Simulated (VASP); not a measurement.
# Ti2Al (P6/mmm) in VASP: single point with PBE

Aim: the single point of Ti2Al with PBE.

Everything below comes from runs of VASP 6.6.1. Logs are shortened: lines on timing, memory, paths and dates and some standing lists are left out, and cuts for length are marked.

## Step 1: The cell of the first run

Symmetry: P6/mmm, No. 191, hexagonal system. Conventional cell: a = 4.553 Å, b = 4.553 Å, c = 2.722 Å, α = 90.00°, β = 90.00°, γ = 120.00°. Within 3.5 Å of Ti (site symmetry -6m2) lie 5 Ti at 2.63 to 2.72 Å and 6 Al at 2.96 Å. Al (site symmetry 6/mmm) has 2 Al at 2.72 Å and 12 Ti at 2.96 Å within 3.6 Å.

The cell was generated, and may not be a known phase.

## Step 2: Single point, PBE, collinear spin

The input, INCAR:

```
PREC = Accurate ; ENCUT = 520
EDIFF = 1E-6 ; ISMEAR = 0
SIGMA = 0.1 ; LREAL = F
LASPH = T ; NELM = 150
ALGO = Normal ; ISIF = 2
LWAVE = F ; LCHARG = F
ISPIN = 2 ; MAGMOM = 0.44 0.44 0
LORBIT = 11 ; LMAXMIX = 4
GGA = PE ; NBANDS = 24
```

The input, KPOINTS:

```
Automatic mesh
0
Gamma
  12 12 14
```

The input, POSCAR:

```
Ti2Al
1.0
    4.5531483263      0.0000000032      0.0000000000
   -2.2765741659      3.9431421162      0.0000000000
    0.0000000000      0.0000000000      2.7215000370
Ti Al
2 1
Direct
    0.3333333333      0.6666666667      0.5000000000
    0.6666666667      0.3333333333      0.5000000000
    0.0000000000      0.0000000000      0.0000000000
```

Potentials or basis: VASP PAW PBE potentials, release 64 (Ti_sv, Al).

Launch:

```
cat potpaw_PBE.64/Ti_sv/POTCAR potpaw_PBE.64/Al/POTCAR > POTCAR
mpirun -np 1 vasp_std > vasp.out
```

OUTCAR:

```text
PREC = Accurate
   ENCUT = 520
   EDIFF = 1E-6
   ISMEAR = 0
   LREAL = F
   LASPH = T
   NELM = 150
   ISIF = 2
   ISPIN = 2
   LORBIT = 11
   GGA = PE

 ion  position               nearest neighbor table
   1  0.333  0.667  0.500-   2 2.63   2 2.63   2 2.63   3 2.96   3 2.96   3 2.96   3 2.96   3 2.96
                             3 2.96
   2  0.667  0.333  0.500-   1 2.63   1 2.63   1 2.63   3 2.96   3 2.96   3 2.96   3 2.96   3 2.96
                             3 2.96
   3  0.000  0.000  0.000-   1 2.96   2 2.96   1 2.96   2 2.96   2 2.96   2 2.96   1 2.96   1 2.96
                             2 2.96   2 2.96   1 2.96   1 2.96

  LATTYP: Found a hexagonal cell.
 ALAT       =     4.5531483263
 C/A-ratio  =     0.5977182912

  Lattice vectors:

 A1 = (   4.5531483263,   0.0000000032,   0.0000000000)
 A2 = (  -2.2765741659,   3.9431421162,   0.0000000000)
 A3 = (   0.0000000000,   0.0000000000,   2.7215000370)

Analysis of symmetry for initial positions (statically):
=====================================================================
 Subroutine PRICEL returns:
 Original cell was already a primitive cell.

 Routine SETGRP: Setting up the symmetry group for a
 hexagonal supercell.

 Subroutine GETGRP returns: Found 24 space group operations
 (whereof 24 operations were pure point group operations)
 out of a pool of 24 trial point group operations.

The static configuration has the point symmetry D_6h.

Analysis of symmetry for dynamics (positions and initial velocities):
=====================================================================
 Subroutine PRICEL returns:
 Original cell was already a primitive cell.

 Routine SETGRP: Setting up the symmetry group for a
 hexagonal supercell.

 Subroutine GETGRP returns: Found 24 space group operations
 (whereof 24 operations were pure point group operations)
 out of a pool of 24 trial point group operations.

The dynamic configuration has the point symmetry D_6h.

Analysis of structural, dynamic, and magnetic symmetry:
=====================================================================
 Subroutine PRICEL returns:
 Original cell was already a primitive cell.

 Routine SETGRP: Setting up the symmetry group for a
 hexagonal supercell.

 Subroutine GETGRP returns: Found 24 space group operations
 (whereof 24 operations were pure point group operations)
 out of a pool of 24 trial point group operations.

The overall configuration has the point symmetry D_6h.

 Subroutine INISYM returns: Found 24 space group operations
 (whereof 24 operations are pure point group operations),
 and found     1 'primitive' translations

----------------------------------------------------------------------------------------

                                     Primitive cell

  volume of cell :      48.8610

  direct lattice vectors                    reciprocal lattice vectors
     4.553148326  0.000000003  0.000000000     0.219628250  0.126802430  0.000000000
    -2.276574166  3.943142116  0.000000000    -0.000000000  0.253604859  0.000000000
     0.000000000  0.000000000  2.721500037     0.000000000  0.000000000  0.367444419

  length of vectors
     4.553148326  4.553148326  2.721500037     0.253604859  0.253604859  0.367444419

  position of ions in fractional coordinates (direct lattice)
     0.333333333  0.666666667  0.500000000
     0.666666667  0.333333333  0.500000000
     0.000000000  0.000000000  0.000000000

  ion indices of the primitive-cell ions
   primitive index   ion index
                 1           1
                 2           2
                 3           3

----------------------------------------------------------------------------------------

 KPOINTS: Automatic mesh

Automatic generation of k-mesh.
 Grid dimensions read from file:
 generate k-points for:   12   12   14

 Generating k-lattice:

  Cartesian coordinates                     Fractional coordinates (reciprocal lattice)
     0.018302354  0.010566869  0.000000000     0.083333333  0.000000000  0.000000000
    -0.000000000  0.021133738  0.000000000     0.000000000  0.083333333  0.000000000
     0.000000000  0.000000000  0.026246030     0.000000000  0.000000000  0.071428571

  Length of vectors
     0.021133738  0.021133738  0.026246030

  Shift w.r.t. Gamma in fractional coordinates (k-lattice)
     0.000000000  0.000000000  0.000000000

 Subroutine IBZKPT returns following result:
 ===========================================

 Found    152 irreducible k-points:

 Following reciprocal coordinates:
            Coordinates               Weight
  0.000000  0.000000  0.000000      1.000000
  0.083333  0.000000  0.000000      6.000000
  0.166667 -0.000000  0.000000      6.000000
  0.250000 -0.000000  0.000000      6.000000
  0.333333  0.000000  0.000000      6.000000
  0.416667 -0.000000  0.000000      6.000000
[... 16 lines left out ...]
  0.250000 -0.000000  0.071429     12.000000
  0.333333  0.000000  0.071429     12.000000
 [... further k-points ...]
   k-points           NKPTS =    152   k-points in BZ     NKDIM =    152   number of bands    NBANDS=     24
   number of dos      NEDOS =    301   number of ions     NIONS =      3
   total plane-waves  NPLWV =  25920
   dimension x,y,z NGX =    36 NGY =   36 NGZ =   20
   dimension x,y,z NGXF=    72 NGYF=   72 NGZF=   40
   ions per type =               2   1
   NGX,Y,Z   is equivalent  to a cutoff of  13.14, 13.14, 12.22 a.u.
   NGXF,Y,Z  is equivalent  to a cutoff of  26.29, 26.29, 24.43 a.u.
 SYSTEM =  unknown system
   PREC   = accura    normal or accurate (medium, high low for compatibility)
   ISTART =      0    job   : 0-new  1-cont  2-samecut
   ICHARG =      2    charge: 1-file 2-atom 10-const
   ISPIN  =      2    spin polarized calculation?
   LNONCOLLINEAR =      F non collinear calculations
   LSORBIT =      F    spin-orbit coupling
   LASPH  =      T    aspherical Exc in radial PAW
   ENCUT  =  520.0 eV  38.22 Ry    6.18 a.u.   8.47  8.47  5.06*2*pi/ulx,y,z
   NELM   =    150;   NELMIN=  2; NELMDL= -5     # of ELM steps
   EDIFF  = 0.1E-05   stopping-criterion for ELM
   LREAL  =      F    real-space projection
   EDIFFG = 0.1E-04   stopping-criterion for IOM
   NSW    =      0    number of steps for IOM
   IBRION =     -1    ionic relax: 0-MD 1-quasi-New 2-CG
   NFREE  =      0    steps in history (QN), initial steepest desc. (CG)
   ISIF   =      2    stress and relaxation
   ISYM   =      2    0-nonsym 1-usesym 2-fastsym
   POTIM  = 0.5000    time-step for ionic-motion
   TEBEG  =    0.0;   TEEND  =   0.0 temperature during run
   PSTRESS=    0.0 pullay stress
   NELECT =      27.0000    total number of electrons
   NUPDOWN=      -1.0000    fix difference up-down
   EMIN   =  10.00;   EMAX   =-10.00  energy-range for DOS
   EFERMI =   0.00;   METHOD = LEGACY
   ISMEAR =     0;   SIGMA  =   0.10  broadening in eV -4-tet -1-fermi 0-gaus
   EFERMI_NEDOS =   21; number of points for ismear=-14 and -15
   IALGO  =     38    algorithm
   IMIX   =      4    mixing-type and parameters
     AMIX     =   0.40;   BMIX     =  1.00
     AMIX_MAG =   1.60;   BMIX_MAG =  1.00
  volume/ion in A,a.u.               =      16.29       109.91
  Fermi-wavevector in a.u.,A,eV,Ry     =   1.343410  2.538677 24.555119  1.804750
  Thomas-Fermi vector in A             =   2.471486
   LORBIT       =     11    0 simple, 1 ext, 2 COOP (PROOUT), +10 PAW based schemes
   GGA     = PE    functional components
   LHFCALC =     F    Hartree Fock is set to
   AEXX    =    0.0000 exact exchange contribution
   IVDW    =     0    specifies the selected vdW correction
   LEPSILON=     F    determine dielectric tensor
   LRPA    =     F    only Hartree local field effects (RPA)
 spin polarized calculation
 Gauss-broadening in eV      SIGMA  =   0.10
  energy-cutoff  :      520.00
  volume of cell :       48.86
 maximum number of plane-waves:      1366
 NGX is ok and might be reduce to    36
   NGX = 17   NGY = 17   NGZ = 11

 number of electron      27.0000010 magnetization       0.0011239

 Free energy of the ion-electron system (eV)
  ---------------------------------------------------
  ext. energy  EPLUGINS =         0.00000000
  ---------------------------------------------------
  free energy    TOTEN  =       -19.97342835 eV

  energy without entropy =      -19.95249427  energy(sigma->0) =      -19.96296131

 E-fermi :   8.3958     XC(G=0): -11.2722

 val. band max:        8.3956300931   @ k =   0.1667   0.1667   0.3571
 cond. band min:       8.3972443704   @ k =   0.0833   0.0833   0.4286
 fundamental gap:      0.0016142773
 Fermi energy:         8.3957734721

 spin component 1

 k-point     1 :       0.0000    0.0000    0.0000
  band No.  band energies     occupation
      1     -48.1357      1.00000
      2     -47.9448      1.00000
      3     -24.6174      1.00000
      4     -24.6174      1.00000
      5     -24.0501      1.00000
      6     -24.0501      1.00000
[... 16 lines left out ...]
     23      14.4249      0.00000
     24      14.4249      0.00000
[... 598 lines left out ...]
      2     -47.9815      1.00000
      3     -24.6544      1.00000
      4     -24.5249      1.00000
      5     -24.1410      1.00000
      6     -24.0453      1.00000
[... 16 lines left out ...]
     23      16.3978      0.00000
     24      17.1872      0.00000

 [... further k-points ...]

 spin component 2

 k-point     1 :       0.0000    0.0000    0.0000
  band No.  band energies     occupation
      1     -48.1354      1.00000
      2     -47.9444      1.00000
      3     -24.6170      1.00000
      4     -24.6170      1.00000
      5     -24.0497      1.00000
      6     -24.0497      1.00000
[... 16 lines left out ...]
     23      14.4252      0.00000
     24      14.4252      0.00000
[... 598 lines left out ...]
      2     -47.9811      1.00000
      3     -24.6540      1.00000
      4     -24.5245      1.00000
      5     -24.1406      1.00000
      6     -24.0449      1.00000
[... 16 lines left out ...]
     23      16.3980      0.00000
     24      17.1874      0.00000

 [... further k-points ...]

------------------------ aborting loop because EDIFF is reached ----------------------------------------

  FORCE on cell =-STRESS in cart. coord.  units (eV):
  Direction    XX          YY          ZZ          XY          YZ          ZX
  --------------------------------------------------------------------------------------
  -------------------------------------------------------------------------------------
  Total       -0.0264046     -0.0264046     -0.0303888     -0.0000000      0.0000000      0.0000000
  in kB       -0.8658186     -0.8658186     -0.9964631     -0.0000000      0.0000000      0.0000000
  external PRESSURE =      -0.9093668 kB  Pullay stress =       0.0000000 kB

 VOLUME and BASIS-vectors are now :
 -----------------------------------------------------------------------------
  energy-cutoff  :      520.00
  volume of cell :       48.86
      direct lattice vectors                 reciprocal lattice vectors
     4.553148326  0.000000003  0.000000000     0.219628250  0.126802430  0.000000000
    -2.276574166  3.943142116  0.000000000    -0.000000000  0.253604859  0.000000000
     0.000000000  0.000000000  2.721500037     0.000000000  0.000000000  0.367444419

 POSITION                                       TOTAL-FORCE (eV/Angst)
 -----------------------------------------------------------------------------------
     -0.00000      2.62876      1.36075        -0.000000      0.000000     -0.000000
      2.27657      1.31438      1.36075         0.000000     -0.000000      0.000000
      0.00000      0.00000      0.00000         0.000000      0.000000      0.000000
 -----------------------------------------------------------------------------------
    total drift:                                0.000000      0.000000     -0.000000

  FREE ENERGIE OF THE ION-ELECTRON SYSTEM (eV)
  ---------------------------------------------------
  free  energy   TOTEN  =       -19.9734283464 eV

  energy  without entropy=      -19.9524942680  energy(sigma->0) =      -19.96296131

 total charge

# of ion       s       p       d       tot
------------------------------------------
    1        2.227   6.108   2.010  10.345
    2        2.227   6.108   2.010  10.345
    3        0.396   0.394   0.000   0.790
--------------------------------------------------
tot          4.850  12.610   4.021  21.481

 magnetization (x)

# of ion       s       p       d       tot
------------------------------------------
    1        0.000   0.000   0.000   0.000
    2        0.000   0.000   0.000   0.000
    3       -0.000  -0.000   0.000  -0.000
--------------------------------------------------
tot          0.000   0.000   0.001   0.001
```

Run time: 5.6 min. Hardware: 1 thread of Oxide Virtual Turin-like, shared host; peak memory 0.34 GiB.

Results:

- Free energy: -19.9734 eV
- Pressure: -0.1 GPa
- Net moment: 0.00 μB per cell
- Valence electrons inside the program's atomic spheres: Ti 10.35; Al 0.79

Levels at points of the mesh, in eV from the Fermi level:
Spin up:
```tsv
k point	band 10	band 11	band 12	band 13	band 14	band 15	band 16	band 17
(0.00, 0.00, 0.00)	-2.13	-2.13	-1.44	-0.13	0.22	0.22	2.27	2.27
(0.50, 0.00, 0.00)	-4.62	-1.90	-1.46	-0.50	-0.17	-0.03	2.05	2.24
(0.00, 0.00, 0.50)	-3.07	-1.43	-1.43	0.20	0.20	0.39	0.39	1.37
(0.50, 0.00, 0.50)	-2.63	-2.35	-1.41	-0.46	0.21	0.35	1.71	3.06
```
Spin down:
```tsv
k point	band 10	band 11	band 12	band 13	band 14	band 15	band 16	band 17
(0.00, 0.00, 0.00)	-2.13	-2.13	-1.44	-0.13	0.22	0.22	2.27	2.27
(0.50, 0.00, 0.00)	-4.62	-1.89	-1.46	-0.50	-0.17	-0.03	2.05	2.24
(0.00, 0.00, 0.50)	-3.07	-1.43	-1.43	0.20	0.20	0.39	0.39	1.37
(0.50, 0.00, 0.50)	-2.63	-2.35	-1.41	-0.46	0.21	0.35	1.71	3.06
```
